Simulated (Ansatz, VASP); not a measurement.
## Two plane-wave programs on MgO

Contents of INCAR:

```
PREC = Accurate
ENCUT = 840
EDIFF = 1E-6
ISMEAR = 0
SIGMA = 0.05
LREAL = F
LASPH = T
NELM = 120
ALGO = Normal
ISIF = 2
LWAVE = F
LCHARG = F
GGA = PE
NBANDS = 15
GGA_COMPAT = F
```

The input KPOINTS:

```
regular mesh
0
Gamma
  10 10 10
```

The input POSCAR:

```
MgO
1.0
    0.0000000000      2.1803991440      2.1803991440
    2.1803991440      0.0000000000      2.1803991440
    2.1803991440      2.1803991440      0.0000000000
Mg O
1 1
Direct
    0.0000000000      0.0000000000      0.0000000000
    0.5000000000      0.5000000000      0.5000000000
```

Input for Ansatz:

```yaml
crystal:
  lattice:
    - [0.0, 2.180399144, 2.180399144]
    - [2.180399144, 0.0, 2.180399144]
    - [2.180399144, 2.180399144, 0.0]
  atoms:
    - { symbol: Mg, position: [0.0, 0.0, 0.0] }
    - { symbol: O, position: [0.5, 0.5, 0.5] }
basis:
  ecutwfc: 520.0
kpoints:
  mp_grid: { grid: [10, 10, 10] }
hamiltonian:
  xc: pbe
  pseudopotentials: { kind: paw, azcp: { folder: soft_1 } }
scf:
  occupations: { method: gaussian, width: 0.05 }
output:
  forces: true
  stress: true
  eigenvalues: true
```

Change from the starting cell: mode 6 frozen in at -0.000 Å, equal normal strain along x, y and z +0.0250.

Alike in both runs: task single point; functional PBE; k mesh 10 × 10 × 10; occupations gaussian, width 0.05 eV; no spin polarisation.

```csv
,VASP,Ansatz
version,VASP 6.6.1,Ansatz 0.2.0
potentials or method,"VASP PAW PBE potentials, release 64 (Mg_sv, O), cutoff 840 eV","scalar-relativistic, plane waves, PAW"
valence electrons in the cell,16,16
```

|  | VASP | Ansatz | Ansatz less VASP |
| --- | --- | --- | --- |
| gap on the k mesh at the Fermi level (eV) | 3.79 | 3.80 | +0.006 |
| least direct gap on the mesh (eV) | 3.79 | 3.80 | +0.006 |
| pressure (GPa) | -9.6 | -9.5 | +0.12 |
